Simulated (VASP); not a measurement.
# La2O (P-3m1) in VASP: relaxation of cell and atoms with PBE

Aim: the relaxation of cell and atoms of La2O with PBE.

All numbers are computed with VASP 6.6.1; they aren't measurements. Logs are shortened: lines on timing, memory, paths and dates and some standing lists are left out, and cuts for length are marked.

### Step 1. The cell of the first run

It takes space group P-3m1 (No. 164, trigonal). Conventional cell: a = 3.815 Å, b = 3.815 Å, c = 6.198 Å, α = 90.00°, β = 90.00°, γ = 120.00°. Within 3.4 Å of La (site symmetry 3m) lie 3 O at 2.58 Å. Within 3.4 Å of O (site symmetry -3m) lie 6 La at 2.58 Å.

### Step 2. Relaxation of cell and atoms, PBE

Input file INCAR:

```
SYSTEM = La2O
PREC     = Accurate       ! precision mode
ENCUT    = 600            ! plane-wave cutoff, eV
EDIFF    = 1E-6           ! SCF threshold, eV
ISMEAR   = 0              ! smearing method
SIGMA    = 0.1            ! smearing width, eV
LREAL    = .FALSE.        ! projectors in reciprocal space
LASPH    = .TRUE.         ! aspherical terms in the spheres
NELM     = 100            ! most SCF steps
ALGO     = Normal         ! electronic algorithm
ISIF     = 3              ! what is computed and relaxed
LWAVE    = .FALSE.        ! write WAVECAR
LCHARG   = .FALSE.        ! write CHGCAR
GGA      = PE             ! functional
IBRION   = 2              ! ionic algorithm
NSW      = 100            ! ionic steps
EDIFFG   = -0.01          ! ionic threshold
```

Input file KPOINTS:

```
Automatic mesh
0
G
  15 15 8
  0 0 0
```

Input file POSCAR:

```
La2O
1.0
    3.8146888087      0.0000000000      0.0000000000
   -1.9073444044      3.3036174159      0.0000000000
    0.0000000000      0.0000000000      6.1984329035
La O
2 1
Direct
    0.3333333333      0.6666666667      0.2175777737
    0.6666666667      0.3333333333      0.7824222263
    0.0000000000      0.0000000000      0.0000000000
```

Potentials or basis: VASP PAW PBE potentials, release 64 (La, O).

Run with:

```console
$ cat potpaw_PBE.64/La/POTCAR potpaw_PBE.64/O/POTCAR > POTCAR
$ mpirun -np 1 vasp_std > vasp.out
```

OUTCAR:

```text
SYSTEM = La2O
   PREC = Accurate
   ENCUT = 600
   EDIFF = 1E-6
   ISMEAR = 0
   LREAL = .FALSE.
   LASPH = .TRUE.
   NELM = 100
   ISIF = 3
   GGA = PE
   IBRION = 2
   NSW = 100
   EDIFFG = -0.01

 ion  position               nearest neighbor table
   1  0.333  0.667  0.218-   3 2.58   3 2.58   3 2.58   2 3.48   2 3.48   2 3.48
   2  0.667  0.333  0.782-   3 2.58   3 2.58   3 2.58   1 3.48   1 3.48   1 3.48
   3  0.000  0.000  0.000-   1 2.58   2 2.58   2 2.58   1 2.58   2 2.58   1 2.58

  LATTYP: Found a hexagonal cell.
 ALAT       =     3.8146888087
 C/A-ratio  =     1.6248855973

  Lattice vectors:

 A1 = (   3.8146888087,   0.0000000000,   0.0000000000)
 A2 = (  -1.9073444044,   3.3036174159,   0.0000000000)
 A3 = (   0.0000000000,   0.0000000000,   6.1984329035)

Analysis of symmetry for initial positions (statically):
=====================================================================
 Subroutine PRICEL returns:
 Original cell was already a primitive cell.

 Routine SETGRP: Setting up the symmetry group for a
 hexagonal supercell.

 Subroutine GETGRP returns: Found 12 space group operations
 (whereof 12 operations were pure point group operations)
 out of a pool of 24 trial point group operations.

The static configuration has the point symmetry D_3d.

Analysis of symmetry for dynamics (positions and initial velocities):
=====================================================================
 Subroutine PRICEL returns:
 Original cell was already a primitive cell.

 Routine SETGRP: Setting up the symmetry group for a
 hexagonal supercell.

 Subroutine GETGRP returns: Found 12 space group operations
 (whereof 12 operations were pure point group operations)
 out of a pool of 24 trial point group operations.

The dynamic configuration has the point symmetry D_3d.

 Subroutine INISYM returns: Found 12 space group operations
 (whereof 12 operations are pure point group operations),
 and found     1 'primitive' translations

----------------------------------------------------------------------------------------

                                     Primitive cell

  volume of cell :      78.1143

  direct lattice vectors                    reciprocal lattice vectors
     3.814688809  0.000000000  0.000000000     0.262144581  0.151349244  0.000000000
    -1.907344404  3.303617416  0.000000000     0.000000000  0.302698489  0.000000000
     0.000000000  0.000000000  6.198432903     0.000000000  0.000000000  0.161331100
[... 96 lines left out ...]
   PSTRESS=    0.0 pullay stress
   NELECT =      28.0000    total number of electrons
   NUPDOWN=      -1.0000    fix difference up-down
   EMIN   =  10.00;   EMAX   =-10.00  energy-range for DOS
   EFERMI =   0.00;   METHOD = LEGACY
   ISMEAR =     0;   SIGMA  =   0.10  broadening in eV -4-tet -1-fermi 0-gaus
   EFERMI_NEDOS =   21; number of points for ismear=-14 and -15
   IALGO  =     38    algorithm
   IMIX   =      4    mixing-type and parameters
     AMIX     =   0.40;   BMIX     =  1.00
     AMIX_MAG =   1.60;   BMIX_MAG =  1.00
  volume/ion in A,a.u.               =      26.04       175.71
  Fermi-wavevector in a.u.,A,eV,Ry     =   1.162922  2.197604 18.400350  1.352388
  Thomas-Fermi vector in A             =   2.299478
   LORBIT       =      0    0 simple, 1 ext, 2 COOP (PROOUT), +10 PAW based schemes
   GGA     = PE    functional components
   LHFCALC =     F    Hartree Fock is set to
   AEXX    =    0.0000 exact exchange contribution
   IVDW    =     0    specifies the selected vdW correction
   LEPSILON=     F    determine dielectric tensor
   LRPA    =     F    only Hartree local field effects (RPA)
 conjugate gradient relaxation of ions
 non-spin polarized calculation
 Gauss-broadening in eV      SIGMA  =   0.10
  energy-cutoff  :      600.00
  volume of cell :       78.11
 maximum number of plane-waves:      2641
   NGX = 15   NGY = 15   NGZ = 25

--------------------------------------- Ionic step        1  -------------------------------------------

 number of electron      28.0000001 magnetization

 Free energy of the ion-electron system (eV)
  ---------------------------------------------------
  ext. energy  EPLUGINS =         0.00000000
  ---------------------------------------------------
  free energy    TOTEN  =       -19.89878334 eV

  energy without entropy =      -19.87738271  energy(sigma->0) =      -19.88808302

------------------------ aborting loop because EDIFF is reached ----------------------------------------

  FORCE on cell =-STRESS in cart. coord.  units (eV):
  Direction    XX          YY          ZZ          XY          YZ          ZX
  --------------------------------------------------------------------------------------
  -------------------------------------------------------------------------------------
  Total       -0.1606315     -0.1606315      0.1544761      0.0000000      0.0000000      0.0000000
  in kB       -3.2946601     -3.2946601      3.1684091      0.0000000      0.0000000      0.0000000
  external PRESSURE =      -1.1403037 kB  Pullay stress =       0.0000000 kB
[... 135 lines left out ...]
--------------------------------------- Ionic step        5  -------------------------------------------

 number of electron      28.0000002 magnetization

 Free energy of the ion-electron system (eV)
  ---------------------------------------------------
  ext. energy  EPLUGINS =         0.00000000
  ---------------------------------------------------
  free energy    TOTEN  =       -19.90007378 eV

  energy without entropy =      -19.87869668  energy(sigma->0) =      -19.88938523

 E-fermi :   8.1714     XC(G=0):  -9.8481

 val. band max:        8.1694269913   @ k =   0.4000   0.2000   0.3750
 cond. band min:       8.1718070744   @ k =   0.3333   0.3333   0.1250
 fundamental gap:      0.0023800831
 Fermi energy:         8.1714126295

 k-point     1 :       0.0000    0.0000    0.0000
  band No.  band energies     occupation
      1     -24.8143      2.00000
      2     -24.5378      2.00000
      3     -11.4972      2.00000
      4      -8.0270      2.00000
      5      -8.0270      2.00000
      6      -8.0203      2.00000
[... 481 lines left out ...]
      5      -8.7696      2.00000
      6      -8.3868      2.00000
[... 10 lines left out ...]
     17       9.5981      0.00000
     18       9.8890      0.00000

 [... further k-points ...]

------------------------ aborting loop because EDIFF is reached ----------------------------------------

  FORCE on cell =-STRESS in cart. coord.  units (eV):
  Direction    XX          YY          ZZ          XY          YZ          ZX
  --------------------------------------------------------------------------------------
  -------------------------------------------------------------------------------------
  Total        0.0214341      0.0214341      0.0015758     -0.0000000      0.0000000      0.0000000
  in kB        0.4407427      0.4407427      0.0324021     -0.0000000      0.0000000      0.0000000
  external PRESSURE =       0.3046292 kB  Pullay stress =       0.0000000 kB
[... 18 lines left out ...]
  FREE ENERGIE OF THE ION-ELECTRON SYSTEM (eV)
  ---------------------------------------------------
  free  energy   TOTEN  =       -19.9000737792 eV

  energy  without entropy=      -19.8786966753  energy(sigma->0) =      -19.88938523

 reached required accuracy - stopping structural energy minimisation
```

It took 12 min on 1 thread of Intel Xeon Platinum 8488C (Sapphire Rapids), shared host; peak memory 0.5 GiB.

Results:

```
Free energy                            : -19.9001 eV
Relaxed volume                         : 25.97 Å³/atom
Relaxed cell                           : a = 3.796 Å, b = 3.796 Å, c = 6.244 Å, α = 90.00°, β = 90.00°, γ = 120.00°
Space group after relaxing (to 0.05 Å) : P-3m1 (No. 164)
Energy gained by relaxing              : 0.4 meV/atom
Ionic steps                            : 5
Pressure after relaxing                : 0.0 GPa
Largest force after relaxing           : 0.007 eV/Å
Band gap on the k mesh                 : zero (band 14 reaches 8.63 eV, above the bottom of band 15 at 7.97 eV)
```

Forces in eV/Å, atoms in the order of the input:
```
La   0.000  0.000 -0.007
La   0.000  0.000  0.007
O    0.000  0.000  0.000
```

The path:
| step | energy change (eV) | largest force (eV/Å) | pressure (GPa) | volume (Å³) |
| --- | --- | --- | --- | --- |
| 1 | 0.0000 | 0.0212 | -0.11 | 78.11 |
| 2 | -0.0009 | 0.0227 | 0.06 | 77.90 |
| 3 | -0.0011 | 0.0215 | 0.22 | 77.71 |
| 4 | -0.0012 | 0.0263 | -0.07 | 78.04 |
| 5 | -0.0013 | 0.0066 | 0.03 | 77.92 |

Final structure:
```yaml
crystal:
  lattice:
    - [3.79608, 0.00000, 0.00000]
    - [-1.89804, 3.28751, 0.00000]
    - [0.00000, 0.00000, 6.24350]
  atoms:
    - { symbol: La, position: [0.33333, 0.66667, 0.21808] }
    - { symbol: La, position: [0.66667, 0.33333, 0.78192] }
    - { symbol: O, position: [0.00000, 0.00000, 0.00000] }
```

Levels at points of the mesh, in eV from the Fermi level:
```csv
k point,band 12,band 13,band 14,band 15,band 16,band 17
"(0.00, 0.00, 0.00)",-5.11,-2.10,-0.16,1.19,1.19,1.24
"(0.00, 0.00, 0.50)",-5.13,-0.86,-0.43,0.33,1.05,1.05
```

Caveat: spin-orbit coupling is left out, which moves the levels of the heavy elements.
